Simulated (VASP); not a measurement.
# Zr3SiO8 (P-42m) in VASP: single point with PBE

Aim: the single point of Zr3SiO8 with PBE.

Everything below comes from runs of VASP 6.6.1. Logs are shortened: lines on timing, memory, paths and dates and some standing lists are left out, and cuts for length are marked.

## Step 1: The cell of the first run

Symmetry: P-42m, No. 111, tetragonal system. Conventional cell: a = 5.143 Å, b = 5.143 Å, c = 5.235 Å, α = 90.00°, β = 90.00°, γ = 90.00°. Within 2.8 Å of Zr (site symmetry 222) lie 8 O at 2.11 to 2.39 Å. Zr (site symmetry -42m) has 8 O at 2.11 to 2.39 Å within 2.8 Å. Within 2.8 Å of Si (site symmetry -42m) lie 8 O at 2.11 to 2.39 Å. Within 2.8 Å of O (site symmetry m) lie 3 Zr at 2.11 to 2.39 Å and 1 Si at 2.39 Å and 6 O at 2.62 Å. Within 2.8 Å of O (site symmetry m) lie 3 Zr at 2.11 to 2.39 Å and 1 Si at 2.11 Å and 6 O at 2.62 Å.

## Step 2: Single point, PBE

File INCAR:

```
SYSTEM = Zr3SiO8
  PREC = Accurate
  ENCUT = 520
  EDIFF = 1E-6
  ISMEAR = 0
  SIGMA = 0.1
  LREAL = .False.
  LASPH = .True.
  NELM = 100
  ALGO = Normal
  ISIF = 2
  LWAVE = .False.
  LCHARG = .False.
  GGA = PE
  NBANDS = 56
```

File KPOINTS:

```
regular mesh
0
Gamma
  4 4 4
  0 0 0
```

File POSCAR:

```
Zr3SiO8
1.0
    5.1425414100      0.0000000000      0.0000000000
    0.0000000000      5.1425414100      0.0000000000
    0.0000000000      0.0000000000      5.2349097300
Zr Si O
3 1 8
Direct
    0.5000000000      0.0000000000      0.0000000000
    0.0000000000      0.5000000000      0.0000000000
    0.0000000000      0.0000000000      0.5000000000
    0.5000000000      0.5000000000      0.5000000000
    0.7500000000      0.2500000000      0.2029999900
    0.2500000000      0.7500000000      0.2029999900
    0.7500000000      0.2500000000      0.7029999900
    0.2500000000      0.7500000000      0.7029999900
    0.7500000000      0.7500000000      0.2970000100
    0.2500000000      0.2500000000      0.2970000100
    0.7500000000      0.7500000000      0.7970000100
    0.2500000000      0.2500000000      0.7970000100
```

Potentials or basis: VASP PAW PBE potentials, release 64 (Zr_sv, Si, O).

Launch:

```bash
$ cat potpaw_PBE.64/Zr_sv/POTCAR potpaw_PBE.64/Si/POTCAR potpaw_PBE.64/O/POTCAR > POTCAR
$ mpirun -np 1 vasp_std > vasp.out
```

OUTCAR:

```text
SYSTEM = Zr3SiO8
   PREC = Accurate
   ENCUT = 520
   EDIFF = 1E-6
   ISMEAR = 0
   LREAL = .False.
   LASPH = .True.
   NELM = 100
   ISIF = 2
   GGA = PE

 ion  position               nearest neighbor table
   1  0.500  0.000  0.000-   5 2.11   6 2.11  11 2.11  12 2.11   9 2.39  10 2.39   7 2.39   8 2.39
                             2 3.64   2 3.64   2 3.64   2 3.64   3 3.67   3 3.67   3 3.67   3 3.67
   2  0.000  0.500  0.000-   5 2.11   6 2.11  11 2.11  12 2.11   9 2.39  10 2.39   7 2.39   8 2.39
                             1 3.64   1 3.64   1 3.64   1 3.64   3 3.67   3 3.67   3 3.67   3 3.67
   3  0.000  0.000  0.500-   7 2.11   8 2.11   9 2.11  10 2.11   5 2.39   6 2.39  11 2.39  12 2.39
                             1 3.67   2 3.67   1 3.67   2 3.67   2 3.67   2 3.67   1 3.67   1 3.67
   4  0.500  0.500  0.500-   7 2.11   8 2.11   9 2.11  10 2.11   5 2.39   6 2.39  11 2.39  12 2.39

   5  0.750  0.250  0.203-   1 2.11   2 2.11   3 2.39   4 2.39
   6  0.250  0.750  0.203-   1 2.11   2 2.11   3 2.39   4 2.39
   7  0.750  0.250  0.703-   3 2.11   4 2.11   1 2.39   2 2.39
   8  0.250  0.750  0.703-   3 2.11   4 2.11   1 2.39   2 2.39
   9  0.750  0.750  0.297-   3 2.11   4 2.11   1 2.39   2 2.39
  10  0.250  0.250  0.297-   3 2.11   4 2.11   1 2.39   2 2.39
  11  0.750  0.750  0.797-   1 2.11   2 2.11   3 2.39   4 2.39
  12  0.250  0.250  0.797-   1 2.11   2 2.11   3 2.39   4 2.39

  LATTYP: Found a simple tetragonal cell.
 ALAT       =     5.1425414100
 C/A-ratio  =     1.0179616094

  Lattice vectors:

 A1 = (   5.1425414100,   0.0000000000,   0.0000000000)
 A2 = (   0.0000000000,   5.1425414100,   0.0000000000)
 A3 = (   0.0000000000,   0.0000000000,   5.2349097300)

Analysis of symmetry for initial positions (statically):
=====================================================================
 Subroutine PRICEL returns:
 Original cell was already a primitive cell.

 Routine SETGRP: Setting up the symmetry group for a
 simple tetragonal supercell.

 Subroutine GETGRP returns: Found  8 space group operations
 (whereof  8 operations were pure point group operations)
 out of a pool of 16 trial point group operations.

The static configuration has the point symmetry D_2d.

Analysis of symmetry for dynamics (positions and initial velocities):
=====================================================================
 Subroutine PRICEL returns:
 Original cell was already a primitive cell.

 Routine SETGRP: Setting up the symmetry group for a
 simple tetragonal supercell.

 Subroutine GETGRP returns: Found  8 space group operations
 (whereof  8 operations were pure point group operations)
 out of a pool of 16 trial point group operations.

The dynamic configuration has the point symmetry D_2d.

 Subroutine INISYM returns: Found  8 space group operations
 (whereof  8 operations are pure point group operations),
 and found     1 'primitive' translations

----------------------------------------------------------------------------------------

                                     Primitive cell

  volume of cell :     138.4410

  direct lattice vectors                    reciprocal lattice vectors
     5.142541410  0.000000000  0.000000000     0.194456383  0.000000000  0.000000000
     0.000000000  5.142541410  0.000000000     0.000000000  0.194456383  0.000000000
     0.000000000  0.000000000  5.234909730     0.000000000  0.000000000  0.191025261

  length of vectors
     5.142541410  5.142541410  5.234909730     0.194456383  0.194456383  0.191025261

  position of ions in fractional coordinates (direct lattice)
     0.500000000  0.000000000  0.000000000
     0.000000000  0.500000000  0.000000000
     0.000000000  0.000000000  0.500000000
     0.500000000  0.500000000  0.500000000
     0.750000000  0.250000000  0.202999990
     0.250000000  0.750000000  0.202999990
     0.750000000  0.250000000  0.702999990
     0.250000000  0.750000000  0.702999990
     0.750000000  0.750000000  0.297000010
     0.250000000  0.250000000  0.297000010
     0.750000000  0.750000000  0.797000010
     0.250000000  0.250000000  0.797000010

  ion indices of the primitive-cell ions
   primitive index   ion index
                 1           1
                 2           2
                 3           3
                 4           4
                 5           5
                 6           6
                 7           7
                 8           8
                 9           9
                10          10
                11          11
                12          12

----------------------------------------------------------------------------------------

 KPOINTS: regular mesh

Automatic generation of k-mesh.
 Grid dimensions read from file:
 generate k-points for:    4    4    4

 Generating k-lattice:

  Cartesian coordinates                     Fractional coordinates (reciprocal lattice)
     0.048614096  0.000000000  0.000000000     0.250000000  0.000000000  0.000000000
     0.000000000  0.048614096  0.000000000     0.000000000  0.250000000  0.000000000
     0.000000000  0.000000000  0.047756315     0.000000000  0.000000000  0.250000000

  Length of vectors
     0.048614096  0.048614096  0.047756315

  Shift w.r.t. Gamma in fractional coordinates (k-lattice)
     0.000000000  0.000000000  0.000000000

 Subroutine IBZKPT returns following result:
 ===========================================

 Found     18 irreducible k-points:

 Following reciprocal coordinates:
            Coordinates               Weight
  0.000000  0.000000  0.000000      1.000000
  0.250000  0.000000  0.000000      4.000000
  0.500000  0.000000  0.000000      2.000000
  0.250000  0.250000  0.000000      4.000000
  0.500000  0.250000  0.000000      4.000000
  0.500000  0.500000  0.000000      1.000000
[... 10 lines left out ...]
  0.500000  0.250000  0.500000      4.000000
  0.500000  0.500000  0.500000      1.000000
   k-points           NKPTS =     18   k-points in BZ     NKDIM =     18   number of bands    NBANDS=     56
   number of dos      NEDOS =    301   number of ions     NIONS =     12
   total plane-waves  NPLWV =  64000
   dimension x,y,z NGX =    40 NGY =   40 NGZ =   40
   dimension x,y,z NGXF=    80 NGYF=   80 NGZF=   80
   ions per type =               3   1   8
   NGX,Y,Z   is equivalent  to a cutoff of  12.93, 12.93, 12.70 a.u.
   NGXF,Y,Z  is equivalent  to a cutoff of  25.86, 25.86, 25.41 a.u.
 SYSTEM =  Zr3SiO8
   PREC   = accura    normal or accurate (medium, high low for compatibility)
   ISTART =      0    job   : 0-new  1-cont  2-samecut
   ICHARG =      2    charge: 1-file 2-atom 10-const
   ISPIN  =      1    spin polarized calculation?
   LNONCOLLINEAR =      F non collinear calculations
   LSORBIT =      F    spin-orbit coupling
   LASPH  =      T    aspherical Exc in radial PAW
   ENCUT  =  520.0 eV  38.22 Ry    6.18 a.u.   9.56  9.56  9.73*2*pi/ulx,y,z
   NELM   =    100;   NELMIN=  2; NELMDL= -5     # of ELM steps
   EDIFF  = 0.1E-05   stopping-criterion for ELM
   LREAL  =      F    real-space projection
   EDIFFG = 0.1E-04   stopping-criterion for IOM
   NSW    =      0    number of steps for IOM
[... 5 lines left out ...]
   TEBEG  =    0.0;   TEEND  =   0.0 temperature during run
   PSTRESS=    0.0 pullay stress
   NELECT =      88.0000    total number of electrons
   NUPDOWN=      -1.0000    fix difference up-down
   EMIN   =  10.00;   EMAX   =-10.00  energy-range for DOS
   EFERMI =   0.00;   METHOD = LEGACY
   ISMEAR =     0;   SIGMA  =   0.10  broadening in eV -4-tet -1-fermi 0-gaus
   EFERMI_NEDOS =   21; number of points for ismear=-14 and -15
   IALGO  =     38    algorithm
   IMIX   =      4    mixing-type and parameters
     AMIX     =   0.40;   BMIX     =  1.00
     AMIX_MAG =   1.60;   BMIX_MAG =  1.00
  volume/ion in A,a.u.               =      11.54        77.85
  Fermi-wavevector in a.u.,A,eV,Ry     =   1.407605  2.659988 26.957927  1.981352
  Thomas-Fermi vector in A             =   2.529847
   LORBIT       =      0    0 simple, 1 ext, 2 COOP (PROOUT), +10 PAW based schemes
   GGA     = PE    functional components
   LHFCALC =     F    Hartree Fock is set to
   AEXX    =    0.0000 exact exchange contribution
   IVDW    =     0    specifies the selected vdW correction
   LEPSILON=     F    determine dielectric tensor
   LRPA    =     F    only Hartree local field effects (RPA)
 non-spin polarized calculation
 Gauss-broadening in eV      SIGMA  =   0.10
  energy-cutoff  :      520.00
  volume of cell :      138.44
 maximum number of plane-waves:      3775
 NGX is ok and might be reduce to    40
   NGX = 19   NGY = 19   NGZ = 19

 number of electron      88.0000040 magnetization

 Free energy of the ion-electron system (eV)
  ---------------------------------------------------
  ext. energy  EPLUGINS =         0.00000000
  ---------------------------------------------------
  free energy    TOTEN  =      -104.39052314 eV

  energy without entropy =     -104.39052314  energy(sigma->0) =     -104.39052314

 E-fermi :   6.0173     XC(G=0): -11.2611

 val. band max:        5.4997272568   @ k =   0.5000   0.0000   0.0000
 cond. band min:       6.9871723304   @ k =   0.0000   0.0000   0.0000
 fundamental gap:      1.4874450736
 Fermi energy:         6.0173454983

 k-point     1 :       0.0000    0.0000    0.0000
  band No.  band energies     occupation
      1     -42.1803      2.00000
      2     -42.0410      2.00000
      3     -42.0146      2.00000
      4     -20.5151      2.00000
      5     -20.4980      2.00000
      6     -20.4980      2.00000
[... 1051 lines left out ...]
     55      12.4159      0.00000
     56      12.7982      0.00000

------------------------ aborting loop because EDIFF is reached ----------------------------------------

  FORCE on cell =-STRESS in cart. coord.  units (eV):
  Direction    XX          YY          ZZ          XY          YZ          ZX
  --------------------------------------------------------------------------------------
  -------------------------------------------------------------------------------------
  Total      -12.2485026    -12.2485026     -7.0335048      0.0000000     -0.0000000      0.0000000
  in kB     -141.7518679   -141.7518679    -81.3987203      0.0000000     -0.0000000      0.0000000
  external PRESSURE =    -121.6341520 kB  Pullay stress =       0.0000000 kB

 VOLUME and BASIS-vectors are now :
 -----------------------------------------------------------------------------
  energy-cutoff  :      520.00
  volume of cell :      138.44
      direct lattice vectors                 reciprocal lattice vectors
     5.142541410  0.000000000  0.000000000     0.194456383  0.000000000  0.000000000
     0.000000000  5.142541410  0.000000000     0.000000000  0.194456383  0.000000000
     0.000000000  0.000000000  5.234909730     0.000000000  0.000000000  0.191025261

 POSITION                                       TOTAL-FORCE (eV/Angst)
 -----------------------------------------------------------------------------------
      2.57127      0.00000      0.00000        -0.000000      0.000000     -0.000000
      0.00000      2.57127      0.00000        -0.000000      0.000000     -0.000000
      0.00000      0.00000      2.61745        -0.000000      0.000000     -0.000000
      2.57127      2.57127      2.61745         0.000000      0.000000     -0.000000
      3.85691      1.28564      1.06269         0.160785     -0.160785     -0.108458
      1.28564      3.85691      1.06269        -0.160785      0.160785     -0.108458
      3.85691      1.28564      3.68014        -1.715127      1.715127     -1.314783
      1.28564      3.85691      3.68014         1.715127     -1.715127     -1.314783
      3.85691      3.85691      1.55477        -1.715127     -1.715127      1.314783
      1.28564      1.28564      1.55477         1.715127      1.715127      1.314783
      3.85691      3.85691      4.17222         0.160785      0.160785      0.108458
      1.28564      1.28564      4.17222        -0.160785     -0.160785      0.108458
 -----------------------------------------------------------------------------------
    total drift:                                0.000000      0.000000     -0.000000

  FREE ENERGIE OF THE ION-ELECTRON SYSTEM (eV)
  ---------------------------------------------------
  free  energy   TOTEN  =      -104.3905231351 eV

  energy  without entropy=     -104.3905231351  energy(sigma->0) =     -104.39052314
```

It took 1.9 min on 1 thread of Intel Xeon Platinum 8488C (Sapphire Rapids), shared host; peak memory 0.3 GiB.

Results:

```yaml
Free_energy: -104.3905 eV
Pressure: -12.2 GPa
Largest_force: 2.759 eV/Å
Band_gap_on_the_k_mesh: 1.49 eV (least direct gap 1.56 eV)
```

Forces in eV/Å, atoms in the order of the input:
```
Zr   0.000  0.000  0.000
Zr   0.000  0.000  0.000
Zr   0.000  0.000  0.000
Si   0.000  0.000  0.000
O    0.161 -0.161 -0.108
O   -0.161  0.161 -0.108
O   -1.715  1.715 -1.315
O    1.715 -1.715 -1.315
O   -1.715 -1.715  1.315
O    1.715  1.715  1.315
O    0.161  0.161  0.108
O   -0.161 -0.161  0.108
```

Caveat: the stress differs along the axes, from -14 to -8 GPa; forces of over 1 eV/Å act on the atoms, so gaps and moduli don't describe the material at rest. A k mesh can miss the band edges.
